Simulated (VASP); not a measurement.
AgRh: single point with PBE

The system is AgRh.

```
Ag Rh
1.0
     2.77759    0.00000    0.00000
    -1.38879    2.40546    0.00000
     0.00000    0.00000    4.80860
Ag Rh
1 1
Direct
  0.00000 0.00000 0.50000
  0.66667 0.33333 0.00000
```

| Item | Value |
| --- | --- |
| Program | VASP 6.6.1 |
| Task | single point |
| Functional | PBE |
| Potentials or basis | VASP PAW PBE potentials, release 64 (Ag, Rh_pv) |
| Cutoff | 520 eV |
| k mesh | 14 × 14 × 7 |
| Occupations | fermi-dirac, width 0.05 eV |
| Spin | collinear spin, ferromagnetic start |
| Starting moments | [0.0, 0.11] μB |
| Fixed moment | 0.11 μB |
| Dipole correction | no |
| Further INCAR settings | ALGO = Normal; EDIFF = 1e-07; NBANDS = 24 |

```yaml
Pressure: -2.4 GPa
Net_moment: 0.11 μB per cell
Site_moments: Ag +0.00; Rh +0.11 μB
Valence_electrons_inside_the_program's_atomic_spheres: Ag 9.93; Rh 13.62
```

Stress tensor (GPa, compression positive):
```
-2.12  0.00  0.00
 0.00 -2.12  0.00
 0.00  0.00 -2.90
```

Run time: 48 s on 1 thread of Intel(R) Xeon(R) 6975P-C (Granite Rapids), on a shared host, peak memory 0.25 GiB.

Caveat: the total moment is fixed, so each spin has its own Fermi level.
